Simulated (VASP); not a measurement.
A run of VASP 6.6.1 is set up as follows.

Contents of INCAR:

```
SYSTEM = Sb
ALGO = Normal
EDIFF = 1E-6
EDIFFG = -0.001
ENCUT = 600
GGA = PE
IBRION = 2
ISIF = 3
ISMEAR = -1
IVDW = 12
LASPH = .True.
LCHARG = .False.
LREAL = .False.
LWAVE = .False.
NELM = 100
NSW = 80
PREC = Accurate
SIGMA = 0.15
```

Contents of KPOINTS:

```
k-points
0
Gamma
  12 12 12
  0 0 0
```

File POSCAR:

```
Sb
1.0
    2.1616083284      1.2480051503      3.6796745321
   -2.1616083284      1.2480051503      3.6796745321
    0.0000000000     -2.4960103005      3.6796745321
Sb
2
Direct
    0.2361487230      0.2361487230      0.2361487230
    0.7638512770      0.7638512770      0.7638512770
```

Potentials or basis: VASP PAW PBE potentials, release 64 (Sb).

The run is started by

```sh
$ cat potpaw_PBE.64/Sb/POTCAR > POTCAR
$ mpirun -np 1 vasp_std > vasp.out
```

What does it give for the relaxed volume?

29.58 Å³/atom.

Estimate the space group after relaxing (to 0.1 Å).

R-3m (No. 166).

Predict the band gap on the k mesh.

zero (bands 5 and 6 overlap by 0.24 eV).

What does it give for the relaxed cell?

a = 4.431 Å, b = 4.431 Å, c = 4.431 Å, α = 58.33°, β = 58.33°, γ = 58.33°.

Final structure:
```
Sb
1.0
     2.15916    1.24659    3.66278
    -2.15916    1.24659    3.66278
     0.00000   -2.49318    3.66278
Sb
2
Direct
  0.23777 0.23777 0.23777
  0.76223 0.76223 0.76223
```

Caveat: spin-orbit coupling is left out, which moves the levels of the heavy elements.
